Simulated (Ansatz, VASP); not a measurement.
## Be: VASP beside Ansatz

INCAR

```
PREC = Accurate
ENCUT = 520
EDIFF = 1E-7
ISMEAR = 0
SIGMA = 0.15
LREAL = F
LASPH = T
NELM = 100
ALGO = Normal
ISIF = 2
LWAVE = F
LCHARG = F
GGA = PS
NBANDS = 7
```

KPOINTS

```
regular mesh
0
Gamma
  26 26 26
```

File POSCAR:

```
Be
1.0
   -1.2719177656      1.2719177656      1.2719177656
    1.2719177656     -1.2719177656      1.2719177656
    1.2719177656      1.2719177656     -1.2719177656
Be
1
Direct
    0.0000000000      0.0000000000      0.0000000000
```

Input for Ansatz:

```yaml
crystal:
  lattice:
    - [-1.2719177656, 1.2719177656, 1.2719177656]
    - [1.2719177656, -1.2719177656, 1.2719177656]
    - [1.2719177656, 1.2719177656, -1.2719177656]
  atoms:
    - { symbol: Be, position: [0.0, 0.0, 0.0] }
basis:
  ecutwfc: 420
kpoints:
  mp_grid: { grid: [26, 26, 26] }
hamiltonian:
  xc: pbesol
scf:
  occupations: { method: gaussian, width: 0.15 }
output:
  forces: true
  stress: true
  eigenvalues: true
```

Change from the starting cell: strain +0.015 along x and y, +0.015 along z, atoms carried along.

Alike in both runs: task single point; functional PBEsol; k mesh 26 × 26 × 26; occupations gaussian, width 0.15 eV; no spin polarisation.

```csv
,VASP,Ansatz
version,VASP 6.6.1,Ansatz 0.2.0
potentials or method,"VASP PAW PBE potentials, release 64 (Be), cutoff 520 eV","scalar-relativistic, plane waves, PAW"
valence electrons in the cell,2,2
```

|  | VASP | Ansatz | Ansatz less VASP |
| --- | --- | --- | --- |
| gap on the k mesh at the Fermi level (eV) | none | none | - |
| pressure (GPa) | -6.6 | -6.9 | -0.32 |

VASP's potentials were made for PBE, not for PBEsol. A gap of «none» marks a metal or a gap that the smearing closes.
